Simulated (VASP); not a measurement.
# Ta2H (P-4m2) in VASP: single point with PBEsol

Aim: the single point of Ta2H with PBEsol.

Everything below comes from runs of VASP 6.6.1. Logs are shortened: lines on timing, memory, paths and dates and some standing lists are left out, and cuts for length are marked.

## 1. The cell of the first run

Symmetry: P-4m2, No. 115, tetragonal system. Conventional cell: a = 3.372 Å, b = 3.372 Å, c = 3.410 Å, α = 90.00°, β = 90.00°, γ = 90.00°. Within 2.5 Å of H (site symmetry -4m2) lie 4 Ta at 1.90 Å. Within 2.5 Å of Ta (site symmetry 2mm) lie 2 H at 1.90 Å.

## 2. Single point, PBEsol, non-collinear spin, zero start, spin-orbit coupling

INCAR reads:

```
SYSTEM = Ta2H
ALGO     = Normal         ! electronic algorithm
EDIFF    = 1E-7           ! SCF threshold, eV
ENCUT    = 520            ! plane-wave cutoff, eV
GGA      = PS             ! functional
GGA_COMPAT= .False.      
ISIF     = 2              ! what is computed and relaxed
ISMEAR   = 0              ! smearing method
LASPH    = .True.         ! aspherical terms in the spheres
LCHARG   = .False.        ! write CHGCAR
LMAXMIX  = 4              ! l up to which the mixer works
LNONCOLLINEAR= .True.         ! non-collinear magnetism
LORBIT   = 11             ! projections on sites
LORBMOM  = .True.       
LREAL    = .False.        ! projectors in reciprocal space
LSORBIT  = .True.         ! spin-orbit coupling
LWAVE    = .False.        ! write WAVECAR
MAGMOM   = 0 0 0 0 0 0 0 0 0 ! initial moments
NBANDS   = 36             ! bands
NELM     = 150            ! most SCF steps
PREC     = Accurate       ! precision mode
SIGMA    = 0.05           ! smearing width, eV
```

KPOINTS reads:

```
k-points
0
Gamma
  8 8 8
  0 0 0
```

POSCAR reads:

```
Ta2H
1.0
    3.3724356501      0.0000000000      0.0000000000
    0.0000000000      3.3724356501      0.0000000000
    0.0000000000      0.0000000000      3.4101117747
H Ta
1 2
Direct
    0.0000000000      0.0000000000      0.0000000000
    0.5000000000      0.0000000000      0.7413226200
    0.0000000000      0.5000000000      0.2586773800
```

Potentials or basis: VASP PAW PBE potentials, release 64 (H, Ta_pv).

The run is started by

```
cat potpaw_PBE.64/H/POTCAR potpaw_PBE.64/Ta_pv/POTCAR > POTCAR
mpirun -np 1 vasp_ncl > vasp.out
```

OUTCAR:

```text
SYSTEM = Ta2H
   EDIFF = 1E-7
   ENCUT = 520
   GGA = PS
   ISIF = 2
   ISMEAR = 0
   LASPH = .True.
   LNONCOLLINEAR = .True.
   LORBIT = 11
   LREAL = .False.
   LSORBIT = .True.
   NELM = 150
   PREC = Accurate

 ion  position               nearest neighbor table
   1  0.000  0.000  0.000-   2 1.90   3 1.90   3 1.90   2 1.90
   2  0.500  0.000  0.741-   1 1.90   1 1.90   3 2.90   3 2.90   3 2.90   3 2.90   3 2.97   3 2.97
                             3 2.97   3 2.97
   3  0.000  0.500  0.259-   1 1.90   1 1.90   2 2.90   2 2.90   2 2.90   2 2.90   2 2.97   2 2.97
                             2 2.97   2 2.97

  LATTYP: Found a simple tetragonal cell.
 ALAT       =     3.3724356501
 C/A-ratio  =     1.0111717846

  Lattice vectors:

 A1 = (   3.3724356501,   0.0000000000,   0.0000000000)
 A2 = (   0.0000000000,   3.3724356501,   0.0000000000)
 A3 = (   0.0000000000,   0.0000000000,   3.4101117747)

Analysis of symmetry for initial positions (statically):
=====================================================================
 Subroutine PRICEL returns:
 Original cell was already a primitive cell.

 Routine SETGRP: Setting up the symmetry group for a
 simple tetragonal supercell.

 Subroutine GETGRP returns: Found  8 space group operations
 (whereof  8 operations were pure point group operations)
 out of a pool of 16 trial point group operations.

The static configuration has the point symmetry D_2d.

Analysis of symmetry for dynamics (positions and initial velocities):
=====================================================================
 Subroutine PRICEL returns:
 Original cell was already a primitive cell.

 Routine SETGRP: Setting up the symmetry group for a
 simple tetragonal supercell.

 Subroutine GETGRP returns: Found  8 space group operations
 (whereof  8 operations were pure point group operations)
 out of a pool of 16 trial point group operations.

The dynamic configuration has the point symmetry D_2d.

Analysis of structural, dynamic, and magnetic symmetry:
=====================================================================
 Subroutine PRICEL returns:
 Original cell was already a primitive cell.

 Routine SETGRP: Setting up the symmetry group for a
 simple tetragonal supercell.

 Subroutine GETGRP returns: Found  8 space group operations
 (whereof  8 operations were pure point group operations)
 out of a pool of 16 trial point group operations.

The overall configuration has the point symmetry D_2d.

 Subroutine INISYM returns: Found  8 space group operations
 (whereof  8 operations are pure point group operations),
 and found     1 'primitive' translations

----------------------------------------------------------------------------------------

                                     Primitive cell

  volume of cell :      38.7843

  direct lattice vectors                    reciprocal lattice vectors
     3.372435650  0.000000000  0.000000000     0.296521596  0.000000000  0.000000000
     0.000000000  3.372435650  0.000000000     0.000000000  0.296521596  0.000000000
     0.000000000  0.000000000  3.410111775     0.000000000  0.000000000  0.293245520

  length of vectors
     3.372435650  3.372435650  3.410111775     0.296521596  0.296521596  0.293245520

  position of ions in fractional coordinates (direct lattice)
     0.000000000  0.000000000  0.000000000
     0.500000000  0.000000000  0.741322620
     0.000000000  0.500000000  0.258677380

  ion indices of the primitive-cell ions
   primitive index   ion index
                 1           1
                 2           2
                 3           3

----------------------------------------------------------------------------------------

 KPOINTS: k-points

Automatic generation of k-mesh.
 Grid dimensions read from file:
 generate k-points for:    8    8    8

 Generating k-lattice:

  Cartesian coordinates                     Fractional coordinates (reciprocal lattice)
     0.037065199  0.000000000  0.000000000     0.125000000  0.000000000  0.000000000
     0.000000000  0.037065199  0.000000000     0.000000000  0.125000000  0.000000000
     0.000000000  0.000000000  0.036655690     0.000000000  0.000000000  0.125000000

  Length of vectors
     0.037065199  0.037065199  0.036655690

  Shift w.r.t. Gamma in fractional coordinates (k-lattice)
     0.000000000  0.000000000  0.000000000

 Subroutine IBZKPT returns following result:
 ===========================================
[... 64 lines left out ...]
   EFERMI_NEDOS =   21; number of points for ismear=-14 and -15
   IALGO  =     38    algorithm
   IMIX   =      4    mixing-type and parameters
     AMIX     =   0.40;   BMIX     =  1.00
     AMIX_MAG =   1.60;   BMIX_MAG =  1.00
  volume/ion in A,a.u.               =      12.93        87.24
  Fermi-wavevector in a.u.,A,eV,Ry     =   1.375410  2.599148 25.738851  1.891752
  Thomas-Fermi vector in A             =   2.500748
   LORBIT       =     11    0 simple, 1 ext, 2 COOP (PROOUT), +10 PAW based schemes
   GGA     = PS    functional components
   LHFCALC =     F    Hartree Fock is set to
   AEXX    =    0.0000 exact exchange contribution
   IVDW    =     0    specifies the selected vdW correction
   LEPSILON=     F    determine dielectric tensor
   LRPA    =     F    only Hartree local field effects (RPA)
 Gauss-broadening in eV      SIGMA  =   0.05
  energy-cutoff  :      520.00
  volume of cell :       38.78
 maximum number of plane-waves:      2128
 NGX is ok and might be reduce to    28
   NGX = 13   NGY = 13   NGZ = 13

 number of electron      22.9999998 magnetization       0.0000000      0.0000000      0.0000000

 number of electron      22.9999998 magnetization      -0.0000000      0.0000000      0.0000000

 number of electron      22.9999998 magnetization      -0.0000000      0.0000000     -0.0000000

 Free energy of the ion-electron system (eV)
  ---------------------------------------------------
  ext. energy  EPLUGINS =         0.00000000
  ---------------------------------------------------
  free energy    TOTEN  =       -30.27561348 eV

  energy without entropy =      -30.27347052  energy(sigma->0) =      -30.27454200

 E-fermi :   5.2479     XC(G=0): -12.6011

 val. band max:        5.2451591459   @ k =   0.2500   0.1250   0.0000
 cond. band min:       5.2631287293   @ k =  -0.1250   0.0000  -0.1250
 fundamental gap:      0.0179695834
 Fermi energy:         5.2478539430

 k-point     1 :       0.0000    0.0000    0.0000
  band No.  band energies     occupation
      1     -34.0096      1.00000
      2     -34.0096      1.00000
      3     -33.5852      1.00000
      4     -33.5852      1.00000
      5     -26.4347      1.00000
      6     -26.4347      1.00000
[... 901 lines left out ...]
     34       9.3299      0.00000
     35       9.8801      0.00000

 [... further k-points ...]

 [bands above 35 left out]

------------------------ aborting loop because EDIFF is reached ----------------------------------------

  FORCE on cell =-STRESS in cart. coord.  units (eV):
  Direction    XX          YY          ZZ          XY          YZ          ZX
  --------------------------------------------------------------------------------------
  -------------------------------------------------------------------------------------
  Total       -0.9196619     -0.9196619     -1.1944628      0.0000000      0.0000000     -0.0000000
  in kB      -37.9911833    -37.9911833    -49.3431920      0.0000000      0.0000000     -0.0000000
  external PRESSURE =     -41.7751862 kB  Pullay stress =       0.0000000 kB

 VOLUME and BASIS-vectors are now :
 -----------------------------------------------------------------------------
  energy-cutoff  :      520.00
  volume of cell :       38.78
      direct lattice vectors                 reciprocal lattice vectors
     3.372435650  0.000000000  0.000000000     0.296521596  0.000000000  0.000000000
     0.000000000  3.372435650  0.000000000     0.000000000  0.296521596  0.000000000
     0.000000000  0.000000000  3.410111775     0.000000000  0.000000000  0.293245520

 POSITION                                       TOTAL-FORCE (eV/Angst)
 -----------------------------------------------------------------------------------
      0.00000      0.00000      0.00000         0.000000      0.000000      0.000000
      1.68622      0.00000      2.52799        -0.000000     -0.000000     -0.069648
      0.00000      1.68622      0.88212         0.000000     -0.000000      0.069648
 -----------------------------------------------------------------------------------
    total drift:                                0.000000      0.000000     -0.000000

  FREE ENERGIE OF THE ION-ELECTRON SYSTEM (eV)
  ---------------------------------------------------
  free  energy   TOTEN  =       -30.2756134849 eV

  energy  without entropy=      -30.2734705240  energy(sigma->0) =      -30.27454200

 orbital moment (x)

 # of ion     p       d       tot
 ----------------------------------------
  1         0.000   0.000   0.000
  2         0.000   0.000   0.000
  3         0.000   0.000   0.000
 ----------------------------------------
            0.000   0.000   0.000

 orbital moment (y)

 # of ion     p       d       tot
 ----------------------------------------
  1        -0.000   0.000  -0.000
  2         0.000  -0.000  -0.000
  3         0.000   0.000   0.000
 ----------------------------------------
           -0.000  -0.000  -0.000

 orbital moment (z)

 # of ion     p       d       tot
 ----------------------------------------
  1         0.000   0.000   0.000
  2         0.000   0.000   0.000
  3         0.000   0.000   0.000
 ----------------------------------------
            0.000   0.000   0.000

 Spin-Orbit-Coupling matrix elements

 Ion:    1  E_soc:      0.0000022
 l=   1
     0.0000000     0.0000003     0.0000005
     0.0000003     0.0000000     0.0000003
     0.0000005     0.0000003     0.0000000
 l=   2
     0.0000000     0.0000000     0.0000000     0.0000000     0.0000000
     0.0000000     0.0000000     0.0000000     0.0000000     0.0000000
     0.0000000     0.0000000     0.0000000     0.0000000     0.0000000
     0.0000000     0.0000000     0.0000000     0.0000000     0.0000000
     0.0000000     0.0000000     0.0000000     0.0000000     0.0000000
 l=   3
     0.0000000     0.0000000     0.0000000     0.0000000     0.0000000     0.0000000     0.0000000
     0.0000000     0.0000000     0.0000000     0.0000000     0.0000000     0.0000000     0.0000000
     0.0000000     0.0000000     0.0000000     0.0000000     0.0000000     0.0000000     0.0000000
     0.0000000     0.0000000     0.0000000     0.0000000     0.0000000     0.0000000     0.0000000
[... 29 lines left out ...]
 l=   2
     0.0000000    -0.0068331     0.0000000    -0.0061783    -0.0174759
    -0.0068331     0.0000000    -0.0122775    -0.0066018    -0.0041466
     0.0000000    -0.0122775     0.0000000    -0.0130601     0.0000000
    -0.0061783    -0.0066018    -0.0130601     0.0000000    -0.0043557
    -0.0174759    -0.0041466     0.0000000    -0.0043557     0.0000000
 l=   3
     0.0000000     0.0000000     0.0000000     0.0000000     0.0000000     0.0000000     0.0000000
     0.0000000     0.0000000     0.0000000     0.0000000     0.0000000     0.0000000     0.0000000
     0.0000000     0.0000000     0.0000000     0.0000000     0.0000000     0.0000000     0.0000000
     0.0000000     0.0000000     0.0000000     0.0000000     0.0000000     0.0000000     0.0000000
     0.0000000     0.0000000     0.0000000     0.0000000     0.0000000     0.0000000     0.0000000
     0.0000000     0.0000000     0.0000000     0.0000000     0.0000000     0.0000000     0.0000000
     0.0000000     0.0000000     0.0000000     0.0000000     0.0000000     0.0000000     0.0000000

 total charge

# of ion       s       p       d       tot
------------------------------------------
    1        0.588   0.036   0.000   0.624
    2        0.336   6.184   2.393   8.913
    3        0.336   6.184   2.393   8.913
--------------------------------------------------
tot          1.260  12.405   4.786  18.451

 magnetization (x)

# of ion       s       p       d       tot
------------------------------------------
    1        0.000   0.000   0.000   0.000
    2        0.000   0.000   0.000   0.000
    3        0.000   0.000   0.000   0.000
--------------------------------------------------
tot          0.000   0.000   0.000   0.000

 magnetization (y)

# of ion       s       p       d       tot
------------------------------------------
    1       -0.000   0.000   0.000  -0.000
    2        0.000   0.000   0.000   0.000
    3        0.000   0.000   0.000   0.000
--------------------------------------------------
tot          0.000   0.000   0.000   0.000

 magnetization (z)

# of ion       s       p       d       tot
------------------------------------------
    1       -0.000   0.000   0.000   0.000
    2       -0.000  -0.000   0.000   0.000
    3       -0.000  -0.000   0.000  -0.000
--------------------------------------------------
tot         -0.000  -0.000   0.000   0.000
```

Wall time 3 min (1 thread of Intel Xeon Platinum 8488C (Sapphire Rapids), shared host); peak memory 0.38 GiB.

Results:

```
Free energy                                           : -30.2756 eV
Pressure                                              : -4.2 GPa
Largest force                                         : 0.070 eV/Å
Net moment                                            : 0.00 μB per cell
Valence electrons inside the program's atomic spheres : H 0.62; Ta 8.91
```

Forces on the atoms (eV/Å):
```
H    0.000  0.000  0.000
Ta   0.000  0.000 -0.070
Ta   0.000  0.000  0.070
```

Moments on the atoms (μB; x, y, z):
```
H   0.00 0.00 0.00
Ta  0.00 0.00 0.00
Ta  0.00 0.00 0.00
```

Caveat: the cell stands under tension; the PAW data sets were made with another functional, which shifts forces and pressure a little.
